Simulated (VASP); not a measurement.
# KCl (P4/mmm) in VASP: notebook

The runs below take KCl through single point, with LDA.

Everything below comes from runs of VASP 6.6.1. Logs are shortened: lines on timing, memory, paths and dates and some standing lists are left out, and cuts for length are marked.

## Step 1: The cell of the first run

Symmetry: P4/mmm, No. 123, tetragonal system. Conventional cell: a = 3.647 Å, b = 3.647 Å, c = 3.935 Å, α = 90.00°, β = 90.00°, γ = 90.00°. Within 4.3 Å of K (site symmetry 4/mmm) lie 8 Cl at 3.24 Å and 6 K at 3.65 to 3.94 Å. Within 4.3 Å of Cl (site symmetry 4/mmm) lie 8 K at 3.24 Å and 6 Cl at 3.65 to 3.94 Å.

## Step 2: Single point, LDA (strain -0.050 along x and y, +0.025 along z)

The input, INCAR:

```
PREC     = Accurate       # precision mode
ENCUT    = 520            # plane-wave cutoff, eV
EDIFF    = 1E-6           # SCF threshold, eV
ISMEAR   = 0              # smearing method
SIGMA    = 0.05           # smearing width, eV
LREAL    = False          # projectors in reciprocal space
LASPH    = True           # aspherical terms in the spheres
NELM     = 80             # most SCF steps
ALGO     = Normal         # electronic algorithm
ISIF     = 2              # what is computed and relaxed
LWAVE    = False          # write WAVECAR
LCHARG   = False          # write CHGCAR
NBANDS   = 15             # bands
```

The input, KPOINTS:

```
Automatic mesh
0
Gamma
  6 6 6
```

The input, POSCAR:

```
KCl
1.0
    3.6472362000      0.0000000000      0.0000000000
    0.0000000000      3.6472362000      0.0000000000
    0.0000000000      0.0000000000      3.9351759000
K Cl
1 1
Direct
    0.0000000000      0.0000000000      0.0000000000
    0.5000000000      0.5000000000      0.5000000000
```

Potentials or basis: VASP PAW LDA potentials, release 64 (K_sv, Cl).

Started as:

```bash
> cat potpaw_LDA.64/K_sv/POTCAR potpaw_LDA.64/Cl/POTCAR > POTCAR
> mpirun -np 1 vasp_std > vasp.out
```

OUTCAR:

```text
PREC = Accurate
   ENCUT = 520
   EDIFF = 1E-6
   ISMEAR = 0
   LREAL = False
   LASPH = True
   NELM = 80
   ISIF = 2

 ion  position               nearest neighbor table
   1  0.000  0.000  0.000-
   2  0.500  0.500  0.500-

  LATTYP: Found a simple tetragonal cell.
 ALAT       =     3.6472362000
 C/A-ratio  =     1.0789473684

  Lattice vectors:

 A1 = (   3.6472362000,   0.0000000000,   0.0000000000)
 A2 = (   0.0000000000,   3.6472362000,   0.0000000000)
 A3 = (   0.0000000000,   0.0000000000,   3.9351759000)

Analysis of symmetry for initial positions (statically):
=====================================================================
 Subroutine PRICEL returns:
 Original cell was already a primitive cell.

 Routine SETGRP: Setting up the symmetry group for a
 simple tetragonal supercell.

 Subroutine GETGRP returns: Found 16 space group operations
 (whereof 16 operations were pure point group operations)
 out of a pool of 16 trial point group operations.

The static configuration has the point symmetry D_4h.

Analysis of symmetry for dynamics (positions and initial velocities):
=====================================================================
 Subroutine PRICEL returns:
 Original cell was already a primitive cell.

 Routine SETGRP: Setting up the symmetry group for a
 simple tetragonal supercell.

 Subroutine GETGRP returns: Found 16 space group operations
 (whereof 16 operations were pure point group operations)
 out of a pool of 16 trial point group operations.

The dynamic configuration has the point symmetry D_4h.

 Subroutine INISYM returns: Found 16 space group operations
 (whereof 16 operations are pure point group operations),
 and found     1 'primitive' translations

----------------------------------------------------------------------------------------

                                     Primitive cell

  volume of cell :      52.3470

  direct lattice vectors                    reciprocal lattice vectors
     3.647236200  0.000000000  0.000000000     0.274180213  0.000000000  0.000000000
     0.000000000  3.647236200  0.000000000     0.000000000  0.274180213  0.000000000
     0.000000000  0.000000000  3.935175900     0.000000000  0.000000000  0.254118247

  length of vectors
     3.647236200  3.647236200  3.935175900     0.274180213  0.274180213  0.254118247

  position of ions in fractional coordinates (direct lattice)
     0.000000000  0.000000000  0.000000000
     0.500000000  0.500000000  0.500000000

  ion indices of the primitive-cell ions
   primitive index   ion index
                 1           1
                 2           2

----------------------------------------------------------------------------------------

 KPOINTS: Automatic mesh

Automatic generation of k-mesh.
 Grid dimensions read from file:
 generate k-points for:    6    6    6

 Generating k-lattice:

  Cartesian coordinates                     Fractional coordinates (reciprocal lattice)
     0.045696702  0.000000000  0.000000000     0.166666667  0.000000000  0.000000000
     0.000000000  0.045696702  0.000000000     0.000000000  0.166666667  0.000000000
     0.000000000  0.000000000  0.042353041     0.000000000  0.000000000  0.166666667

  Length of vectors
     0.045696702  0.045696702  0.042353041

  Shift w.r.t. Gamma in fractional coordinates (k-lattice)
     0.000000000  0.000000000  0.000000000

 Subroutine IBZKPT returns following result:
 ===========================================

 Found     40 irreducible k-points:

 Following reciprocal coordinates:
            Coordinates               Weight
  0.000000  0.000000  0.000000      1.000000
  0.166667  0.000000  0.000000      4.000000
  0.333333  0.000000  0.000000      4.000000
  0.500000  0.000000  0.000000      2.000000
  0.166667  0.166667  0.000000      4.000000
  0.333333  0.166667  0.000000      8.000000
[... 16 lines left out ...]
  0.333333  0.000000  0.333333      8.000000
  0.500000  0.000000  0.333333      4.000000
 [... further k-points ...]
   k-points           NKPTS =     40   k-points in BZ     NKDIM =     40   number of bands    NBANDS=     15
   number of dos      NEDOS =    301   number of ions     NIONS =      2
   total plane-waves  NPLWV =  23520
   dimension x,y,z NGX =    28 NGY =   28 NGZ =   30
   dimension x,y,z NGXF=    56 NGYF=   56 NGZF=   60
   ions per type =               1   1
   NGX,Y,Z   is equivalent  to a cutoff of  12.76, 12.76, 12.67 a.u.
   NGXF,Y,Z  is equivalent  to a cutoff of  25.53, 25.53, 25.35 a.u.
 SYSTEM =  unknown system
   PREC   = accura    normal or accurate (medium, high low for compatibility)
   ISTART =      0    job   : 0-new  1-cont  2-samecut
   ICHARG =      2    charge: 1-file 2-atom 10-const
   ISPIN  =      1    spin polarized calculation?
   LNONCOLLINEAR =      F non collinear calculations
   LSORBIT =      F    spin-orbit coupling
   LASPH  =      T    aspherical Exc in radial PAW
   ENCUT  =  520.0 eV  38.22 Ry    6.18 a.u.   6.78  6.78  7.32*2*pi/ulx,y,z
   NELM   =     80;   NELMIN=  2; NELMDL= -5     # of ELM steps
   EDIFF  = 0.1E-05   stopping-criterion for ELM
   LREAL  =      F    real-space projection
   EDIFFG = 0.1E-04   stopping-criterion for IOM
   NSW    =      0    number of steps for IOM
   IBRION =     -1    ionic relax: 0-MD 1-quasi-New 2-CG
   NFREE  =      0    steps in history (QN), initial steepest desc. (CG)
   ISIF   =      2    stress and relaxation
   ISYM   =      2    0-nonsym 1-usesym 2-fastsym
   POTIM  = 0.5000    time-step for ionic-motion
   TEBEG  =    0.0;   TEEND  =   0.0 temperature during run
   PSTRESS=    0.0 pullay stress
   NELECT =      16.0000    total number of electrons
   NUPDOWN=      -1.0000    fix difference up-down
   EMIN   =  10.00;   EMAX   =-10.00  energy-range for DOS
   EFERMI =   0.00;   METHOD = LEGACY
   ISMEAR =     0;   SIGMA  =   0.05  broadening in eV -4-tet -1-fermi 0-gaus
   EFERMI_NEDOS =   21; number of points for ismear=-14 and -15
   IALGO  =     38    algorithm
   IMIX   =      4    mixing-type and parameters
     AMIX     =   0.40;   BMIX     =  1.00
     AMIX_MAG =   1.60;   BMIX_MAG =  1.00
  volume/ion in A,a.u.               =      26.17       176.63
  Fermi-wavevector in a.u.,A,eV,Ry     =   1.102768  2.083929 16.546010  1.216097
  Thomas-Fermi vector in A             =   2.239216
   LORBIT       =      0    0 simple, 1 ext, 2 COOP (PROOUT), +10 PAW based schemes
   GGA     = CA    functional components
   LHFCALC =     F    Hartree Fock is set to
   AEXX    =    0.0000 exact exchange contribution
   IVDW    =     0    specifies the selected vdW correction
   LEPSILON=     F    determine dielectric tensor
   LRPA    =     F    only Hartree local field effects (RPA)
 non-spin polarized calculation
 Gauss-broadening in eV      SIGMA  =   0.05
  energy-cutoff  :      520.00
  volume of cell :       52.35
 maximum number of plane-waves:      1444
 NGX is ok and might be reduce to    28
   NGX = 13   NGY = 13   NGZ = 15

 number of electron      15.9999997 magnetization

 Free energy of the ion-electron system (eV)
  ---------------------------------------------------
  ext. energy  EPLUGINS =         0.00000000
  ---------------------------------------------------
  free energy    TOTEN  =        -7.29383567 eV

  energy without entropy =       -7.29383567  energy(sigma->0) =       -7.29383567

 E-fermi :  -0.2486     XC(G=0):  -8.9632

 val. band max:       -0.5069470328   @ k =   0.5000   0.0000   0.5000
 cond. band min:       3.9635414195   @ k =   0.0000   0.0000   0.0000
 fundamental gap:      4.4704884523
 Fermi energy:        -0.2485627777

 k-point     1 :       0.0000    0.0000    0.0000
  band No.  band energies     occupation
      1     -28.2529      2.00000
      2     -13.2900      2.00000
      3     -11.8829      2.00000
      4     -11.8304      2.00000
      5     -11.8304      2.00000
      6      -1.1459      2.00000
      7      -0.7183      2.00000
      8      -0.7183      2.00000
      9       3.9635      0.00000
     10       5.4138      0.00000
     11       5.6523      0.00000
     12       9.8541      0.00000
     13       9.8541      0.00000
     14      10.3890      0.00000
     15      12.7016      0.00000

 k-point     2 :       0.1667    0.0000    0.0000
  band No.  band energies     occupation
      1     -28.2435      2.00000
      2     -13.3280      2.00000
      3     -11.8680      2.00000
      4     -11.8186      2.00000
      5     -11.8183      2.00000
      6      -1.3543      2.00000
      7      -1.1548      2.00000
      8      -0.7122      2.00000
      9       4.5944      0.00000
     10       5.7609      0.00000
     11       6.2964      0.00000
     12       9.6955      0.00000
     13      10.0145      0.00000
     14      10.1587      0.00000
     15      12.1431      0.00000

 k-point     3 :       0.3333    0.0000    0.0000
  band No.  band energies     occupation
      1     -28.2245      2.00000
      2     -13.4189      2.00000
      3     -11.8379      2.00000
      4     -11.7939      2.00000
      5     -11.7681      2.00000
      6      -2.3288      2.00000
      7      -1.1750      2.00000
      8      -0.7015      2.00000
      9       5.8753      0.00000
     10       6.5408      0.00000
     11       7.5473      0.00000
     12       9.5700      0.00000
     13       9.8514      0.00000
     14      10.3351      0.00000
     15      10.3955      0.00000

 k-point     4 :       0.5000    0.0000    0.0000
  band No.  band energies     occupation
      1     -28.2150      2.00000
      2     -13.4703      2.00000
      3     -11.8227      2.00000
      4     -11.7816      2.00000
      5     -11.7307      2.00000
      6      -2.7370      2.00000
      7      -1.1864      2.00000
      8      -0.6969      2.00000
      9       6.9235      0.00000
     10       7.0072      0.00000
     11       7.9511      0.00000
     12       9.2822      0.00000
     13       9.6636      0.00000
     14       9.7723      0.00000
     15      10.6336      0.00000
[... 307 lines left out ...]
 k-point    22 :       0.1667    0.0000    0.3333
  band No.  band energies     occupation
      1     -28.2310      2.00000
      2     -13.4096      2.00000
      3     -11.9359      2.00000
      4     -11.7988      2.00000
      5     -11.6848      2.00000
      6      -2.2474      2.00000
      7      -1.2002      2.00000
      8      -0.7186      2.00000
      9       6.1502      0.00000
     10       6.5784      0.00000
     11       7.3774      0.00000
     12       9.3894      0.00000
     13       9.4526      0.00000
     14      10.2922      0.00000
     15      11.0887      0.00000

 k-point    23 :       0.3333    0.0000    0.3333
  band No.  band energies     occupation
      1     -28.2129      2.00000
      2     -13.2357      2.00000
      3     -12.0910      2.00000
      4     -11.8265      2.00000
      5     -11.7778      2.00000
      6      -2.0687      2.00000
      7      -1.8048      2.00000
      8      -0.6118      2.00000
      9       5.7961      0.00000
     10       6.8114      0.00000
     11       8.6691      0.00000
     12       8.7034      0.00000
     13       9.3399      0.00000
     14       9.4710      0.00000
     15      11.3042      0.00000

 k-point    24 :       0.5000    0.0000    0.3333
  band No.  band energies     occupation
      1     -28.2038      2.00000
      2     -13.1469      2.00000
      3     -12.0586      2.00000
      4     -12.0059      2.00000
      5     -11.7673      2.00000
      6      -2.2775      2.00000
      7      -1.7536      2.00000
      8      -0.5564      2.00000
      9       5.5484      0.00000
     10       6.8017      0.00000
     11       8.5553      0.00000
     12       8.8121      0.00000
     13       9.3427      0.00000
     14       9.9443      0.00000
     15      11.8136      0.00000

 [... further k-points ...]

------------------------ aborting loop because EDIFF is reached ----------------------------------------

  FORCE on cell =-STRESS in cart. coord.  units (eV):
  Direction    XX          YY          ZZ          XY          YZ          ZX
  --------------------------------------------------------------------------------------
  -------------------------------------------------------------------------------------
  Total       -0.2510030     -0.2510030     -1.3890981      0.0000000      0.0000000     -0.0000000
  in kB       -7.6824125     -7.6824125    -42.5159183      0.0000000      0.0000000     -0.0000000
  external PRESSURE =     -19.2935811 kB  Pullay stress =       0.0000000 kB

 VOLUME and BASIS-vectors are now :
 -----------------------------------------------------------------------------
  energy-cutoff  :      520.00
  volume of cell :       52.35
      direct lattice vectors                 reciprocal lattice vectors
     3.647236200  0.000000000  0.000000000     0.274180213  0.000000000  0.000000000
     0.000000000  3.647236200  0.000000000     0.000000000  0.274180213  0.000000000
     0.000000000  0.000000000  3.935175900     0.000000000  0.000000000  0.254118247

 POSITION                                       TOTAL-FORCE (eV/Angst)
 -----------------------------------------------------------------------------------
      0.00000      0.00000      0.00000         0.000000      0.000000      0.000000
      1.82362      1.82362      1.96759         0.000000      0.000000      0.000000
 -----------------------------------------------------------------------------------
    total drift:                               -0.000000      0.000000      0.000000

  FREE ENERGIE OF THE ION-ELECTRON SYSTEM (eV)
  ---------------------------------------------------
  free  energy   TOTEN  =        -7.2938356686 eV

  energy  without entropy=       -7.2938356686  energy(sigma->0) =       -7.29383567
```

It used 32 s of CPU time on 1 thread of AMD EPYC 7R13 Processor (Zen 3) (shared host).

What came out:

| Quantity | Value |
| --- | --- |
| Free energy | -7.2938 eV |
| Pressure | -1.9 GPa |
| Band gap on the k mesh | 4.47 eV, indirect (least direct gap 4.68 eV) |

Caveat: the cell differs from its parent crystal (strain -0.050 along x and y, +0.025 along z). A k mesh can miss the band edges.

(Continued in part 2 of 2.)
